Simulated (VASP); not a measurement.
Wanted: the native input for a VASP 6.6.1 run.

| Item | Value |
| --- | --- |
| Task | relaxation of cell and atoms |
| Functional | LDA |
| Potentials or basis | VASP PAW LDA potentials, release 64 (Ta_pv) |
| Cutoff | 500 eV |
| k mesh | 6 × 6 × 6 |
| Occupations | fermi-dirac, width 0.05 eV |
| Spin | no spin polarisation |
| Target pressure | 30 GPa |
| Dipole correction | no |
| Further INCAR settings | ALGO = Normal; EDIFF = 1e-07; IBRION = 2; EDIFFG = -0.01; NSW = 60; ISIF = 3 |

The structure of Ta lies in POSCAR:

```
Ta
1.0
    2.7100000000      0.0000000000      0.0000000000
    0.0000000000      2.7100000000      0.0000000000
    0.0000000000      0.0000000000      2.7100000000
Ta
1
Direct
    0.0000000000      0.0000000000      0.0000000000
```

These files were run (other wordings do the same):

INCAR

```
  ALGO = Normal
  EDIFF = 1E-7
  EDIFFG = -0.01
  ENCUT = 500
  GGA = CA
  GGA_COMPAT = False
  IBRION = 2
  ISIF = 3
  ISMEAR = -1
  LASPH = True
  LCHARG = False
  LREAL = False
  LWAVE = False
  NELM = 120
  NELMIN = 4
  NSW = 60
  PREC = Accurate
  PSTRESS = 300.0
  SIGMA = 0.05
```

KPOINTS

```
k-points
0
Gamma
  6 6 6
```

Potentials or basis: VASP PAW LDA potentials, release 64 (Ta_pv).

Run with:

```bash
$ cat potpaw_LDA.64/Ta_pv/POTCAR > POTCAR
$ mpirun -np 1 vasp_std > vasp.out
```

It gave:

* Relaxed volume: 17.21 Å³/atom
* Relaxed cell: a = 2.582 Å, b = 2.582 Å, c = 2.582 Å, α = 90.00°, β = 90.00°, γ = 90.00°
* Space group after relaxing (to 0.05 Å): Pm-3m (No. 221)
* Energy change on relaxing (the enthalpy is what falls): +204.7 meV/atom
* Ionic steps: 5
* Pressure after relaxing: 30.0 GPa

Caveat: the k points lie up to 0.41 Å⁻¹ apart in the final cell; the cell is relaxed towards a set pressure, so the enthalpy falls and the energy may rise.

Wall time 20 s on 1 thread of Intel Xeon 8259CL, on a shared host, peak memory 0.13 GiB.
